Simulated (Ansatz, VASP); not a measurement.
# Two plane-wave programs on LiH

File POSCAR:

```
LiH
1.0
   -0.0093312807      2.1451220099      2.1451220099
    2.1451220099     -0.0093312807      2.1451220099
    2.1357907291      2.1357907291      0.0000000000
Li H
1 1
Direct
   -0.0005290481     -0.0005290481      0.0005290481
    0.2505290481      0.2505290481      0.2494709519
```

Contents of INCAR.step1:

```
  PREC = Accurate
  ENCUT = 520
  ISMEAR = 0
  SIGMA = 0.01
  LREAL = F
  LASPH = T
  NELM = 60
  NBANDS = 9
  GGA = PE
  ALGO = Normal
  EDIFF = 1E-4
  LWAVE = T
  LCHARG = F
```

Contents of INCAR.step2:

```
  PREC = Accurate
  ENCUT = 520
  EDIFF = 1E-6
  ISMEAR = 0
  SIGMA = 0.01
  LREAL = F
  LASPH = T
  NELM = 60
  ALGO = Normal
  ISIF = 2
  LWAVE = F
  LCHARG = F
  METAGGA = R2SCAN
  LMIXTAU = T
  NBANDS = 9
  ISTART = 1
```

Contents of KPOINTS:

```
Automatic mesh
0
Gamma
  10 10 10
```

Input for Ansatz:

```yaml
crystal:
  lattice:
    - [-0.0093312807, 2.1451220099, 2.1451220099]
    - [2.1451220099, -0.0093312807, 2.1451220099]
    - [2.1357907291, 2.1357907291, 0.0]
  atoms:
    - { symbol: Li, position: [-0.0005290481, -0.0005290481, 0.0005290481] }
    - { symbol: H, position: [0.2505290481, 0.2505290481, 0.2494709519] }
kpoints:
  mp_grid: { grid: [10, 10, 10] }
  band_path:
    path:
      - [0.0, 0.0, 0.0]
      - [-0.5, -0.5, 0.0]
      - [-0.375, -0.375, 0.25]
      - [-0.375, 0.0, 0.375]
      - [0.0, 0.0, 0.5]
      - [-0.5, -0.25, 0.25]
      - [-0.15, -0.075, 0.425]
    npoints: 1
hamiltonian:
  xc: r2scan
scf:
  occupations: { method: fixed }
  n_extra_bands: 4
output:
  forces: true
  stress: true
  eigenvalues: true
```

Change from the starting cell: shear_xy strain -0.9%.

Alike in both runs: task single point; functional r2SCAN; k mesh 10 × 10 × 10; no spin polarisation.

|  | VASP | Ansatz |
| --- | --- | --- |
| version | VASP 6.6.1 | Ansatz 0.2.0 |
| potentials or method | VASP PAW PBE potentials, release 64 (Li_sv, H) | plane waves, PAW |
| plane-wave cutoff (eV) | 520 | 500 |
| occupations | gaussian, width 0.01 eV | fixed |
| valence electrons in the cell | 4 | 4 |

```csv
,VASP,Ansatz,Ansatz less VASP
gap on the k mesh at the Fermi level (eV),4.80,4.73,-0.068
```

VASP's potentials were made for PBE, not for r2SCAN.

Noted on VASP's run: the cutoff is short for stress, so the pressure is rough.
